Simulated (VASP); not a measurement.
# MoS2 in VASP: further runs, part 3 of 3

VASP 6.6.1.

**5. Electric field gradients, LDA (equal xy, yz and zx shear strains of +1 %)**

File INCAR:

```
ALGO = Normal
EDIFF = 1E-8
ENCUT = 520
ISIF = 2
ISMEAR = -1
LASPH = True
LCHARG = False
LEFG = True
LREAL = False
LWAVE = False
NBANDS = 35
NELM = 100
PREC = Accurate
SIGMA = 0.03
```

File KPOINTS:

```
k-points
0
Gamma
  10 10 3
```

File POSCAR:

```
MoS2
1.0
    3.1610016016      0.0158050080      0.0158050080
   -1.5668132624      2.7296051844      0.0057850344
    0.0614750000      0.0614750000     12.2950000000
Mo S
2 4
Direct
    0.3333333333      0.6666666667      0.2500000000
    0.6666666667      0.3333333333      0.7500000000
    0.3333333333      0.6666666667      0.6275000000
    0.6666666667      0.3333333333      0.1275000000
    0.3333333333      0.6666666667      0.8725000000
    0.6666666667      0.3333333333      0.3725000000
```

Potentials or basis: VASP PAW LDA potentials, release 64 (Mo_sv, S).

The run is started by

```sh
> cat potpaw_LDA.64/Mo_sv/POTCAR potpaw_LDA.64/S/POTCAR > POTCAR
> mpirun -np 1 vasp_std > vasp.out
```

OUTCAR:

```text
EDIFF = 1E-8
   ENCUT = 520
   ISIF = 2
   ISMEAR = -1
   LASPH = True
   LREAL = False
   NELM = 100
   PREC = Accurate

 ion  position               nearest neighbor table
   1  0.333  0.667  0.250-   4 2.35   4 2.36   6 2.36   6 2.36   6 2.38   4 2.39
   2  0.667  0.333  0.750-   5 2.35   5 2.36   3 2.36   3 2.36   3 2.38   5 2.39
   3  0.333  0.667  0.627-   2 2.36   2 2.36   2 2.38
   4  0.667  0.333  0.127-   1 2.35   1 2.36   1 2.39
   5  0.333  0.667  0.873-   2 2.35   2 2.36   2 2.39
   6  0.667  0.333  0.373-   1 2.36   1 2.36   1 2.38

  LATTYP: Found a triclinic cell.
 ALAT       =     5.4751522505
 B/A-ratio  =     0.5748386815
 C/A-ratio  =     2.2456557934
 COS(alpha) =     0.0036852528
 COS(beta)  =     0.0100244988
 COS(gamma) =     0.8647750968

  Lattice vectors:

 A1 = (   0.0273750768,   5.4750153768,   0.0273750768)
 A2 = (  -1.5668132624,   2.7296051844,   0.0057850344)
 A3 = (   0.0614750000,   0.0614750000,  12.2950000000)

Analysis of symmetry for initial positions (statically):
=====================================================================
 Subroutine PRICEL returns:
 Original cell was already a primitive cell.

 Routine SETGRP: Setting up the symmetry group for a
 triclinic supercell.

 Subroutine GETGRP returns: Found  2 space group operations
 (whereof  2 operations were pure point group operations)
 out of a pool of  2 trial point group operations.

The static configuration has the point symmetry S_2 .

Analysis of symmetry for dynamics (positions and initial velocities):
=====================================================================
 Subroutine PRICEL returns:
 Original cell was already a primitive cell.

 Routine SETGRP: Setting up the symmetry group for a
 triclinic supercell.

 Subroutine GETGRP returns: Found  2 space group operations
 (whereof  2 operations were pure point group operations)
 out of a pool of  2 trial point group operations.

The dynamic configuration has the point symmetry S_2 .

 Subroutine INISYM returns: Found  2 space group operations
 (whereof  2 operations are pure point group operations),
 and found     1 'primitive' translations

----------------------------------------------------------------------------------------

                                     Primitive cell

  volume of cell :     106.3840

  direct lattice vectors                    reciprocal lattice vectors
     3.161001602  0.015805008  0.015805008     0.315462422  0.181082990 -0.002482727
    -1.566813262  2.729605184  0.005785034    -0.001817482  0.365313953 -0.001817482
     0.061475000  0.061475000 12.295000000    -0.000404666 -0.000404666  0.081337922

  length of vectors
     3.161080626  3.147329301 12.295307371     0.363749575  0.365322995  0.081339935

  position of ions in fractional coordinates (direct lattice)
     0.333333333  0.666666667  0.250000000
     0.666666667  0.333333333  0.750000000
     0.333333333  0.666666667  0.627500000
     0.666666667  0.333333333  0.127500000
     0.333333333  0.666666667  0.872500000
     0.666666667  0.333333333  0.372500000

[... 103 lines left out ...]
  Thomas-Fermi vector in A             =   2.421470
   LORBIT       =      0    0 simple, 1 ext, 2 COOP (PROOUT), +10 PAW based schemes
   GGA     = CA    functional components
   LHFCALC =     F    Hartree Fock is set to
   AEXX    =    0.0000 exact exchange contribution
   IVDW    =     0    specifies the selected vdW correction
   LEPSILON=     F    determine dielectric tensor
   LRPA    =     F    only Hartree local field effects (RPA)
 non-spin polarized calculation
  energy-cutoff  :      520.00
  volume of cell :      106.38
 maximum number of plane-waves:      2886
   NGX = 11   NGY = 11   NGZ = 45

 number of electron      51.9999998 magnetization

 Free energy of the ion-electron system (eV)
  ---------------------------------------------------
  ext. energy  EPLUGINS =         0.00000000
  ---------------------------------------------------
  free energy    TOTEN  =       -48.85670719 eV

  energy without entropy =      -48.85670716  energy(sigma->0) =      -48.85670717

 E-fermi :   7.9800     XC(G=0): -11.0896

 val. band max:        7.6067012930   @ k =   0.0000   0.0000   0.0000
 cond. band min:       8.4318481650   @ k =   0.3000   0.3000   0.0000
 fundamental gap:      0.8251468721
 Fermi energy:         7.9799786828

 k-point     1 :       0.0000    0.0000    0.0000
  band No.  band energies     occupation
      1     -53.7079      2.00000
      2     -53.7078      2.00000
      3     -28.0850      2.00000
      4     -28.0849      2.00000
      5     -27.8611      2.00000
      6     -27.8611      2.00000
[... 901 lines left out ...]
     34      11.1703      0.00000
     35      15.2931      0.00000

 [... further k-points ...]

------------------------ aborting loop because EDIFF is reached ----------------------------------------

  FORCE on cell =-STRESS in cart. coord.  units (eV):
  Direction    XX          YY          ZZ          XY          YZ          ZX
  --------------------------------------------------------------------------------------
  -------------------------------------------------------------------------------------
  Total       -0.7065723     -0.7010513      3.8377743     -0.5776433     -0.9919512     -0.9920717
  in kB      -10.6412115    -10.5580636     57.7981431     -8.6994973    -14.9391115    -14.9409257
  external PRESSURE =      12.1996227 kB  Pullay stress =       0.0000000 kB

 VOLUME and BASIS-vectors are now :
 -----------------------------------------------------------------------------
  energy-cutoff  :      520.00
  volume of cell :      106.38
      direct lattice vectors                 reciprocal lattice vectors
     3.161001602  0.015805008  0.015805008     0.315462422  0.181082990 -0.002482727
    -1.566813262  2.729605184  0.005785034    -0.001817482  0.365313953 -0.001817482
     0.061475000  0.061475000 12.295000000    -0.000404666 -0.000404666  0.081337922

 POSITION                                       TOTAL-FORCE (eV/Angst)
 -----------------------------------------------------------------------------------
      0.02449      1.84037      3.08288        -0.075570      0.001539      0.007926
      1.63117      0.96651      9.23372         0.075570     -0.001539     -0.007926
      0.04770      1.86358      7.72424         0.118162      0.156851     -0.763604
      1.59290      0.92824      1.58008         0.194059      0.155283     -0.771712
      0.06276      1.87864     10.73651        -0.194059     -0.155283      0.771712
      1.60796      0.94330      4.59235        -0.118162     -0.156851      0.763604
 -----------------------------------------------------------------------------------
    total drift:                                0.000000     -0.000000     -0.000000

  FREE ENERGIE OF THE ION-ELECTRON SYSTEM (eV)
  ---------------------------------------------------
  free  energy   TOTEN  =       -48.8567071857 eV

  energy  without entropy=      -48.8567071609  energy(sigma->0) =      -48.85670717

 Electric field gradients (V/A^2)
---------------------------------------------------------------------
 ion       V_xx      V_yy      V_zz      V_xy      V_xz      V_yz
---------------------------------------------------------------------
   1      48.353    48.241   -96.594     5.399     9.136     9.135
   2      48.353    48.241   -96.594     5.399     9.136     9.135
   3      30.304    32.591   -62.895    -0.859     1.575     2.355
   4      32.588    30.357   -62.944     1.399     3.123     2.343
   5      32.588    30.357   -62.944     1.399     3.123     2.343
   6      30.304    32.591   -62.895    -0.859     1.575     2.355
---------------------------------------------------------------------

 Electric field gradients after diagonalization (V/A^2)
 (convention: |V_zz| > |V_xx| > |V_yy|)
----------------------------------------------------------------------
 ion       V_xx      V_yy      V_zz     asymmetry (V_yy - V_xx)/ V_zz
----------------------------------------------------------------------
   1      54.799    42.897   -97.697       0.122
   2      54.799    42.897   -97.697       0.122
   3      32.909    30.071   -62.981       0.045
   4      33.414    29.689   -63.103       0.059
   5      33.414    29.689   -63.103       0.059
   6      32.909    30.071   -62.981       0.045
----------------------------------------------------------------------

           NMR quadrupolar parameters

 Cq : quadrupolar parameter    Cq=e*Q*V_zz/h
 eta: asymmetry parameters     (V_yy - V_xx)/ V_zz
 Q  : nuclear electric quadrupole moment in mb (millibarn)
----------------------------------------------------------------------
 ion       Cq(MHz)       eta       Q (mb)
----------------------------------------------------------------------
   1      -0.236       0.122       1.000
   2      -0.236       0.122       1.000
   3      -0.152       0.045       1.000
   4      -0.153       0.059       1.000
   5      -0.153       0.059       1.000
   6      -0.152       0.045       1.000
----------------------------------------------------------------------
```

stdout:

```text
POSCAR found type information on POSCAR MoS
 POSCAR found :  2 types and       6 ions
 scaLAPACK will be used
 LDA part: xc-table for (Slater(with rela. corr.)+CA(PZ))
 , standard interpolation
 POSCAR, INCAR and KPOINTS ok, starting setup
 FFT: planning ... GRIDC
 FFT: planning ... GRID_SOFT
 FFT: planning ... GRID
 WAVECAR not read
 entering main loop
ion   1
     0.0000532    -0.3183187    -0.2100755    -0.7204650    -0.2101737    -0.0033938
     0.0000733    -0.3183187    -0.2100755    -0.7204650    -0.2101737    -0.0033938
     0.0001009    -0.3183187    -0.2100755    -0.7204650    -0.2101737    -0.0033938
     0.0001390    -0.3183187    -0.2100755    -0.7204649    -0.2101737    -0.0033938

     0.0000532    -5.0189602    -8.4917409    77.0033678    -8.4923316    -0.0514513
     0.0000733    -5.0188629    -8.4914738    77.0006118    -8.4920646    -0.0514502
     0.0001009    -5.0187100    -8.4910518    76.9962811    -8.4916426    -0.0514486
     0.0001390    -5.0184712    -8.4903888    76.9895152    -8.4909796    -0.0514459
[... 45 lines left out ...]
ion   6
     0.0000369     0.0749931    -0.1703780     3.6383392    -0.0984679     0.0958851
     0.0000508     0.0749931    -0.1703780     3.6383392    -0.0984679     0.0958851
     0.0000700     0.0749931    -0.1703780     3.6383391    -0.0984679     0.0958851
     0.0000964     0.0749931    -0.1703780     3.6383391    -0.0984679     0.0958851

     0.0000369     0.7753674    -2.1999421    50.7154638    -1.4700274     1.0646741
     0.0000508     0.7753662    -2.1999384    50.7153773    -1.4700248     1.0646723
     0.0000700     0.7753641    -2.1999322    50.7152335    -1.4700206     1.0646694
     0.0000964     0.7753606    -2.1999220    50.7149964    -1.4700137     1.0646646
```

It took 12 min on 1 thread of Oxide Virtual Turin-like, shared host; peak memory 0.46 GiB.

Results:

- Free energy: -48.8567 eV
- Pressure: 1.2 GPa
- Largest force: 0.811 eV/Å
- Band gap on the k mesh: 0.83 eV (least direct gap 1.84 eV)
- Largest electric field gradient by atom: Mo -97.7; S -63.0, -63.1 (each value once) V/Å²

Forces in eV/Å, atoms in the order of the input:
```
Mo  -0.076  0.002  0.008
Mo   0.076 -0.002 -0.008
S    0.118  0.157 -0.764
S    0.194  0.155 -0.772
S   -0.194 -0.155  0.772
S   -0.118 -0.157  0.764
```

Electric field gradients, principal values (V/Å²):
| atom | least | middle | greatest (by size) |
| --- | --- | --- | --- |
| 1 Mo | 42.897 | 54.799 | -97.697 |
| 2 Mo | 42.897 | 54.799 | -97.697 |
| 3 S | 30.071 | 32.909 | -62.981 |
| 4 S | 29.689 | 33.414 | -63.103 |
| 5 S | 29.689 | 33.414 | -63.103 |
| 6 S | 30.071 | 32.909 | -62.981 |

Caveat: the cell differs from its parent crystal (equal xy, yz and zx shear strains of +1 %); without QUAD_EFG the Cq values of the log hold for a quadrupole moment of 1 mb, not for the nuclei; an odd mesh through Γ misses points on the zone boundary, where band edges can lie.

**6. The runs side by side**

```tsv
cell	gap on the mesh (eV)	pressure (GPa)	largest force (eV/Å)
a = 3.203, b = 3.203, c = 12.457 Å, angles 90.0, 90.0, 120.0°, 6 atoms	0.84	-4.7	0.08
a = 3.223, b = 3.223, c = 12.536 Å, angles 90.0, 90.0, 120.0°, 6 atoms	0.83	-7.2	0.23
a = 3.161, b = 3.147, c = 12.295 Å, angles 89.8, 89.4, 119.6°, 6 atoms	0.83	1.2	0.81
```

Alike in all rows: task electric field gradients; level LDA; potentials or basis VASP PAW LDA potentials, release 64 (Mo_sv, S); no spin polarisation; k mesh 10 × 10 × 3; cutoff (eV) 520; smearing fermi-dirac 0.03 eV.

Caveats: an odd mesh through Γ misses points on the zone boundary, where band edges can lie; the cell stands under tension (at least some runs).

Total energies depend on the potentials used, so only differences within one code and one set of settings carry meaning.
